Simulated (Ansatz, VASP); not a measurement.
## Cr: VASP beside Ansatz

File INCAR:

```
  ALGO = Fast
  EDIFF = 1E-6
  ENCUT = 520
  GGA = PE
  ISIF = 2
  ISMEAR = 0
  LASPH = T
  LCHARG = T
  LELF = T
  LREAL = F
  LVHAR = T
  LWAVE = F
  NBANDS = 19
  NELM = 60
  PREC = Accurate
  SIGMA = 0.1
```

File KPOINTS:

```
k-points
0
Gamma
  18 18 18
```

POSCAR

```
Cr
1.0
    2.8478300163      0.0000000000      0.0000000000
    0.0000000000      2.8478300163      0.0000000000
    0.0000000000      0.0000000000      2.8478300163
Cr
2
Direct
    0.0000000000      0.0000000000      0.0000000000
    0.5000000000      0.5000000000      0.5000000000
```

Input for Ansatz:

```yaml
crystal:
  lattice:
    - [2.8478300163, 0.0, 0.0]
    - [0.0, 2.8478300163, 0.0]
    - [0.0, 0.0, 2.8478300163]
  atoms:
    - { symbol: Cr, position: [0.0, 0.0, 0.0] }
    - { symbol: Cr, position: [0.5, 0.5, 0.5] }
basis:
  ecutwfc: 420
kpoints:
  mp_grid: { grid: [18, 18, 18] }
hamiltonian:
  xc: pbe
scf:
  occupations: { method: gaussian, width: 0.1 }
output:
  forces: true
  stress: true
  eigenvalues: true
```

Alike in both runs: task single point; functional PBE; k mesh 18 × 18 × 18; occupations gaussian, width 0.1 eV; no spin polarisation.

```csv
,VASP,Ansatz
version,VASP 6.6.1,Ansatz 0.2.0
potentials or method,"VASP PAW PBE potentials, release 64 (Cr_pv), cutoff 520 eV","scalar-relativistic, plane waves, PAW"
valence electrons in the cell,24,28
```

VASP gave:

```
gap on the k mesh at the Fermi level (eV) : none
pressure (GPa)                            : -0.4
```

Task: What did Ansatz give for the same quantities?

Result: gap on the k mesh at the Fermi level (eV): none; pressure (GPa): 0.1.

A gap of «none» marks a metal or a gap that the smearing closes. VASP's potentials hold 24 valence electrons a cell and Ansatz's 28, so a difference there can come from the potentials and not from the codes.
